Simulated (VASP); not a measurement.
# Ni (I4/mmm) in VASP: a series of runs

Runs on Ni. Level: LDA. Tasks: electric field gradients.

Program: VASP 6.6.1. These are calculated values, not measurements. Logs are shortened: lines on timing, memory, paths and dates and some standing lists are left out, and cuts for length are marked.

### 1 The cell of the first run

Symmetry: I4/mmm, No. 139, tetragonal system. The conventional cell has a = 2.500 Å, b = 2.500 Å, c = 3.571 Å, α = 90.00°, β = 90.00°, γ = 90.00°. Ni (site symmetry 4/mmm) has 12 Ni at 2.50 to 2.51 Å within 3.3 Å.

### 2 Electric field gradients, LDA, collinear spin, ferromagnetic start (zz strain of +1 %)

Input file INCAR:

```
SYSTEM = Ni
PREC     = Accurate       ! precision mode
ENCUT    = 520            ! plane-wave cutoff, eV
EDIFF    = 1E-8           ! SCF threshold, eV
ISMEAR   = -1             ! smearing method
SIGMA    = 0.05           ! smearing width, eV
LREAL    = .False.        ! projectors in reciprocal space
LASPH    = .True.         ! aspherical terms in the spheres
NELM     = 150            ! most SCF steps
ALGO     = Normal         ! electronic algorithm
ISIF     = 2              ! what is computed and relaxed
LWAVE    = .False.        ! write WAVECAR
LCHARG   = .False.        ! write CHGCAR
ISPIN    = 2              ! spin polarisation
MAGMOM   = 1.5            ! initial moments
LORBIT   = 11             ! projections on sites
LMAXMIX  = 4              ! l up to which the mixer works
GGA      = CA             ! functional
LEFG     = .True.       
NBANDS   = 15             ! bands
```

Input file KPOINTS:

```
regular mesh
0
Gamma
  20 20 20
  0 0 0
```

Input file POSCAR:

```
Ni
1.0
    0.0000000000      1.7679500000      1.7856295000
    1.7679500000      0.0000000000      1.7856295000
    1.7679500000      1.7679500000      0.0000000000
Ni
1
Direct
    0.0000000000      0.0000000000      0.0000000000
```

Potentials or basis: VASP PAW LDA potentials, release 64 (Ni).

The run is started by

```console
> cat potpaw_LDA.64/Ni/POTCAR > POTCAR
> mpirun -np 1 vasp_std > vasp.out
```

OUTCAR:

```text
SYSTEM = Ni
   PREC = Accurate
   ENCUT = 520
   EDIFF = 1E-8
   ISMEAR = -1
   LREAL = .False.
   LASPH = .True.
   NELM = 150
   ISIF = 2
   ISPIN = 2
   LORBIT = 11
   GGA = CA

 ion  position               nearest neighbor table
   1  0.000  0.000  0.000-

  LATTYP: Found a body centered tetragonal cell.
 ALAT       =     2.5002588676
 C/A-ratio  =     1.4283556980

  Lattice vectors:

 A1 = (  -1.7679500000,   0.0000000000,   1.7856295000)
 A2 = (   1.7679500000,   0.0000000000,   1.7856295000)
 A3 = (   0.0000000000,   1.7679500000,  -1.7856295000)

Analysis of symmetry for initial positions (statically):
=====================================================================
 Subroutine PRICEL returns:
 Original cell was already a primitive cell.

 Routine SETGRP: Setting up the symmetry group for a
 body centered tetragonal supercell.

 Subroutine GETGRP returns: Found 16 space group operations
 (whereof 16 operations were pure point group operations)
 out of a pool of 16 trial point group operations.

The static configuration has the point symmetry D_4h.

Analysis of symmetry for dynamics (positions and initial velocities):
=====================================================================
 Subroutine PRICEL returns:
 Original cell was already a primitive cell.

 Routine SETGRP: Setting up the symmetry group for a
 body centered tetragonal supercell.

 Subroutine GETGRP returns: Found 16 space group operations
 (whereof 16 operations were pure point group operations)
 out of a pool of 16 trial point group operations.

The dynamic configuration has the point symmetry D_4h.

Analysis of structural, dynamic, and magnetic symmetry:
=====================================================================
 Subroutine PRICEL returns:
 Original cell was already a primitive cell.

 Routine SETGRP: Setting up the symmetry group for a
 body centered tetragonal supercell.

 Subroutine GETGRP returns: Found 16 space group operations
 (whereof 16 operations were pure point group operations)
 out of a pool of 16 trial point group operations.

The overall configuration has the point symmetry D_4h.

 Subroutine INISYM returns: Found 16 space group operations
 (whereof 16 operations are pure point group operations),
 and found     1 'primitive' translations

----------------------------------------------------------------------------------------

                                     Primitive cell

  volume of cell :      11.1625

  direct lattice vectors                    reciprocal lattice vectors
     0.000000000  1.767950000  1.785629500    -0.282813428  0.282813428  0.280013295
     1.767950000  0.000000000  1.785629500     0.282813428 -0.282813428  0.280013295
     1.767950000  1.767950000  0.000000000     0.282813428  0.282813428 -0.280013295

  length of vectors
     2.512791259  2.512791259  2.500258868     0.488235922  0.488235922  0.488235922

  position of ions in fractional coordinates (direct lattice)
     0.000000000  0.000000000  0.000000000

  ion indices of the primitive-cell ions
   primitive index   ion index
                 1           1

----------------------------------------------------------------------------------------

 KPOINTS: regular mesh

Automatic generation of k-mesh.
 Grid dimensions read from file:
 generate k-points for:   20   20   20

 Generating k-lattice:

  Cartesian coordinates                     Fractional coordinates (reciprocal lattice)
    -0.014140671  0.014140671  0.014000665     0.050000000  0.000000000  0.000000000
     0.014140671 -0.014140671  0.014000665     0.000000000  0.050000000  0.000000000
     0.014140671  0.014140671 -0.014000665    -0.000000000 -0.000000000  0.050000000

  Length of vectors
     0.024411796  0.024411796  0.024411796

  Shift w.r.t. Gamma in fractional coordinates (k-lattice)
     0.000000000  0.000000000  0.000000000

[... 64 lines left out ...]
   EFERMI =   0.00;   METHOD = LEGACY
   ISMEAR =    -1;   SIGMA  =   0.05  broadening in eV -4-tet -1-fermi 0-gaus
   EFERMI_NEDOS =   21; number of points for ismear=-14 and -15
   IALGO  =     38    algorithm
   IMIX   =      4    mixing-type and parameters
     AMIX     =   0.40;   BMIX     =  1.00
     AMIX_MAG =   1.60;   BMIX_MAG =  1.00
  volume/ion in A,a.u.               =      11.16        75.33
  Fermi-wavevector in a.u.,A,eV,Ry     =   1.578172  2.982313 33.887045  2.490628
  Thomas-Fermi vector in A             =   2.678743
   LORBIT       =     11    0 simple, 1 ext, 2 COOP (PROOUT), +10 PAW based schemes
   GGA     = CA    functional components
   LHFCALC =     F    Hartree Fock is set to
   AEXX    =    0.0000 exact exchange contribution
   IVDW    =     0    specifies the selected vdW correction
   LEPSILON=     F    determine dielectric tensor
   LRPA    =     F    only Hartree local field effects (RPA)
 spin polarized calculation
  energy-cutoff  :      520.00
  volume of cell :       11.16
 maximum number of plane-waves:       312
   NGX =  9   NGY =  9   NGZ =  9

 number of electron      10.0000008 magnetization       0.6125024

 Free energy of the ion-electron system (eV)
  ---------------------------------------------------
  ext. energy  EPLUGINS =         0.00000000
  ---------------------------------------------------
  free energy    TOTEN  =        -6.50446972 eV

  energy without entropy =       -6.48881482  energy(sigma->0) =       -6.49664227

 E-fermi :   8.6597     XC(G=0): -13.4610

 val. band max:        8.6545125773   @ k =   0.4000  -0.0000   0.0000
 cond. band min:       8.6609956059   @ k =   0.4500   0.1500   0.0500
 fundamental gap:      0.0064830286
 Fermi energy:         8.6597054632

 spin component 1

 k-point     1 :       0.0000    0.0000    0.0000
  band No.  band energies     occupation
      1      -0.1415      1.00000
      2       6.3361      1.00000
      3       6.3960      1.00000
      4       6.3960      1.00000
      5       7.4523      1.00000
      6       7.5165      1.00000
      7      32.2375      0.00000
      8      35.7236      0.00000
      9      35.8096      0.00000
     10      35.8096      0.00000
     11      38.6517      0.00000
     12      38.6517      0.00000
     13      38.7020      0.00000
     14      41.9094      0.00000
[... 403 lines left out ...]
      4       6.6181      1.00000
      5       7.8254      1.00000
      6       8.1743      0.99994
      7      17.6236      0.00000
      8      29.9185      0.00000
      9      32.4539      0.00000
     10      34.1513      0.00000
     11      36.2895      0.00000
     12      37.8484      0.00000
     13      41.8769      0.00000
     14      48.4871      0.00000
     15      50.1385      0.00000

 [... further k-points ...]

 spin component 2

 k-point     1 :       0.0000    0.0000    0.0000
  band No.  band energies     occupation
      1      -0.1022      1.00000
      2       6.9604      1.00000
      3       7.0199      1.00000
      4       7.0199      1.00000
      5       8.0292      1.00000
      6       8.0932      0.99999
      7      32.2145      0.00000
      8      35.7711      0.00000
      9      35.8629      0.00000
     10      35.8629      0.00000
     11      38.8106      0.00000
     12      38.8106      0.00000
     13      38.8665      0.00000
     14      41.8813      0.00000
[... 403 lines left out ...]
      4       7.0998      1.00000
      5       8.4664      0.97949
      6       8.7908      0.06777
      7      17.8720      0.00000
      8      29.9876      0.00000
      9      32.5005      0.00000
     10      34.2794      0.00000
     11      36.4029      0.00000
     12      37.9467      0.00000
     13      42.0014      0.00000
     14      48.6018      0.00000
     15      50.3505      0.00000

 [... further k-points ...]

------------------------ aborting loop because EDIFF is reached ----------------------------------------

  FORCE on cell =-STRESS in cart. coord.  units (eV):
  Direction    XX          YY          ZZ          XY          YZ          ZX
  --------------------------------------------------------------------------------------
  -------------------------------------------------------------------------------------
  Total       -1.4203609     -1.4203609     -1.4943467      0.0000000      0.0000000     -0.0000000
  in kB     -203.8674899   -203.8674899   -214.4868406      0.0000000      0.0000000     -0.0000000
  external PRESSURE =    -207.4072735 kB  Pullay stress =       0.0000000 kB

 VOLUME and BASIS-vectors are now :
 -----------------------------------------------------------------------------
  energy-cutoff  :      520.00
  volume of cell :       11.16
      direct lattice vectors                 reciprocal lattice vectors
     0.000000000  1.767950000  1.785629500    -0.282813428  0.282813428  0.280013295
     1.767950000  0.000000000  1.785629500     0.282813428 -0.282813428  0.280013295
     1.767950000  1.767950000  0.000000000     0.282813428  0.282813428 -0.280013295

 POSITION                                       TOTAL-FORCE (eV/Angst)
 -----------------------------------------------------------------------------------
      0.00000      0.00000      0.00000         0.000000     -0.000000      0.000000
 -----------------------------------------------------------------------------------
    total drift:                               -0.000000     -0.000000     -0.000000

  FREE ENERGIE OF THE ION-ELECTRON SYSTEM (eV)
  ---------------------------------------------------
  free  energy   TOTEN  =        -6.5044697224 eV

  energy  without entropy=       -6.4888148217  energy(sigma->0) =       -6.49664227

 Electric field gradients (V/A^2)
---------------------------------------------------------------------
 ion       V_xx      V_yy      V_zz      V_xy      V_xz      V_yz
---------------------------------------------------------------------
   1      -0.335    -0.335     0.669    -0.002    -0.001    -0.001
---------------------------------------------------------------------

 Electric field gradients after diagonalization (V/A^2)
 (convention: |V_zz| > |V_xx| > |V_yy|)
----------------------------------------------------------------------
 ion       V_xx      V_yy      V_zz     asymmetry (V_yy - V_xx)/ V_zz
----------------------------------------------------------------------
   1      -0.337    -0.332     0.669       0.007
----------------------------------------------------------------------

           NMR quadrupolar parameters

 Cq : quadrupolar parameter    Cq=e*Q*V_zz/h
 eta: asymmetry parameters     (V_yy - V_xx)/ V_zz
 Q  : nuclear electric quadrupole moment in mb (millibarn)
----------------------------------------------------------------------
 ion       Cq(MHz)       eta       Q (mb)
----------------------------------------------------------------------
   1       0.002       0.007       1.000
----------------------------------------------------------------------

 total charge

# of ion       s       p       d       tot
------------------------------------------
    1        0.489   0.474   8.314   9.276

 magnetization (x)

# of ion       s       p       d       tot
------------------------------------------
    1       -0.005  -0.018   0.643   0.619
```

Wall time 2.6 min (1 thread of Oxide Virtual Turin-like, shared host); peak memory 0.22 GiB.

Results:

```
Free energy                                           : -6.5045 eV
Pressure                                              : -20.7 GPa
Net moment                                            : 0.61 μB per cell
Site moments                                          : Ni +0.62 μB
Valence electrons inside the program's atomic spheres : Ni 9.28
```

Electric field gradients, principal values (V/Å²):
```tsv
atom	least	middle	greatest (by size)
1 Ni	-0.332	-0.337	0.669
```

Caveat: the cell differs from its parent crystal (zz strain of +1 %); without QUAD_EFG the Cq values of the log hold for a quadrupole moment of 1 mb, not for the nuclei.

### 3 Electric field gradients, LDA, collinear spin, ferromagnetic start (zz strain of +1 %)

Input file INCAR:

```
SYSTEM = Ni
  PREC = Accurate
  ENCUT = 520
  EDIFF = 1E-8
  ISMEAR = -1
  SIGMA = 0.05
  LREAL = .FALSE.
  LASPH = .TRUE.
  NELM = 150
  ALGO = Normal
  ISIF = 2
  LWAVE = .FALSE.
  LCHARG = .FALSE.
  ISPIN = 2
  MAGMOM = 1.5
  LORBIT = 11
  LMAXMIX = 4
  LEFG = .TRUE.
  NBANDS = 15
```

Input file KPOINTS:

```
Automatic mesh
0
G
  20 20 20
  0 0 0
```

POSCAR is that of step 2.

Potentials or basis: VASP PAW LDA potentials, release 64 (Ni).

The run is started by

```console
> cat potpaw_LDA.64/Ni/POTCAR > POTCAR
> mpirun -np 1 vasp_std > vasp.out
```

OUTCAR:

```text
SYSTEM = Ni
   PREC = Accurate
   ENCUT = 520
   EDIFF = 1E-8
   ISMEAR = -1
   LREAL = .FALSE.
   LASPH = .TRUE.
   NELM = 150
   ISIF = 2
   ISPIN = 2
   LORBIT = 11

 ion  position               nearest neighbor table
   1  0.000  0.000  0.000-

  LATTYP: Found a body centered tetragonal cell.
 ALAT       =     2.5002588676
 C/A-ratio  =     1.4283556980

  Lattice vectors:

 A1 = (  -1.7679500000,   0.0000000000,   1.7856295000)
 A2 = (   1.7679500000,   0.0000000000,   1.7856295000)
 A3 = (   0.0000000000,   1.7679500000,  -1.7856295000)

Analysis of symmetry for initial positions (statically):
[... 1095 lines left out ...]
---------------------------------------------------------------------
 ion       V_xx      V_yy      V_zz      V_xy      V_xz      V_yz
---------------------------------------------------------------------
   1      -0.335    -0.335     0.669    -0.002    -0.001    -0.001
---------------------------------------------------------------------

 Electric field gradients after diagonalization (V/A^2)
 (convention: |V_zz| > |V_xx| > |V_yy|)
----------------------------------------------------------------------
 ion       V_xx      V_yy      V_zz     asymmetry (V_yy - V_xx)/ V_zz
----------------------------------------------------------------------
   1      -0.337    -0.332     0.669       0.007
----------------------------------------------------------------------

           NMR quadrupolar parameters

 Cq : quadrupolar parameter    Cq=e*Q*V_zz/h
 eta: asymmetry parameters     (V_yy - V_xx)/ V_zz
 Q  : nuclear electric quadrupole moment in mb (millibarn)
----------------------------------------------------------------------
 ion       Cq(MHz)       eta       Q (mb)
----------------------------------------------------------------------
   1       0.002       0.007       1.000
----------------------------------------------------------------------

 total charge

# of ion       s       p       d       tot
------------------------------------------
    1        0.489   0.474   8.314   9.276

 magnetization (x)

# of ion       s       p       d       tot
------------------------------------------
    1       -0.005  -0.018   0.643   0.619
```

stdout:

```text
POSCAR found type information on POSCAR Ni
 POSCAR found :  1 types and       1 ions
 scaLAPACK will be used
 LDA part: xc-table for (Slater(with rela. corr.)+CA(PZ))
 , standard interpolation
 POSCAR, INCAR and KPOINTS ok, starting setup
 FFT: planning ... GRIDC
 FFT: planning ... GRID_SOFT
 FFT: planning ... GRID
 WAVECAR not read
 entering main loop
ion   1
```

Wall time 5 min (1 thread of Oxide Virtual Turin-like, shared host); peak memory 0.22 GiB.

Results:

| Item | Value |
| --- | --- |
| Free energy | -6.5045 eV |
| Pressure | -20.7 GPa |
| Net moment | 0.61 μB per cell |
| Site moments | Ni +0.62 μB |
| Valence electrons inside the program's atomic spheres | Ni 9.28 |

Electric field gradients, principal values (V/Å²):
| atom | least | middle | greatest (by size) |
| --- | --- | --- | --- |
| 1 Ni | -0.332 | -0.337 | 0.669 |

Caveat: the cell differs from its parent crystal (zz strain of +1 %); without QUAD_EFG the Cq values of the log hold for a quadrupole moment of 1 mb, not for the nuclei.

(Continued in part 2 of 3.)
